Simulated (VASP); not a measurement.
Runs of VASP 6.6.1 on Hf. The structure is that of space group Pm-3m (No. 221), or close to it. The cells are those of the table. The cell was generated, and may not be a known phase.

| task | cell | k mesh | cutoff (eV) | gap on the mesh (eV) | pressure (GPa) | relaxed volume (Å³/atom) |
| --- | --- | --- | --- | --- | --- | --- |
| relaxation of cell and atoms | relaxed from a = 4.277 Å, 3 atoms | 12 × 12 × 12 | 600 | none | 0.0 | (b) |
| relaxation of cell and atoms | relaxed from a = 4.016 Å, 3 atoms | 4 × 4 × 4 | 600 | none | -0.1 | 26.02 |
| single point | a = 4.272 Å, 3 atoms | 12 × 12 × 12 | 520 | none | -0.3 | - |
| single point | a = 4.016 Å, 3 atoms | 4 × 4 × 4 | 520 | none | (a) | - |
| single point | a = 4.277 Å, 3 atoms | 4 × 4 × 4 | 520 | none | -0.2 | - |

Alike in all rows: level PBE; potentials or basis VASP PAW PBE potentials, release 64 (Hf_pv); no spin polarisation; smearing gaussian 0.1 eV.

Q: Estimate the missing entries.

A: (a) 17.6; (b) 25.89.

Caveats: some runs use coarse meshes; spin-orbit coupling is left out, which moves the levels of the heavy elements; the volume moved by over 15 % at a fixed basis, so the end points are rough (at least some runs).

A k mesh can miss the band edges, and the runs leave out spin-orbit coupling on Hf.

A gap of «none» marks levels without a gap at the run's occupations.
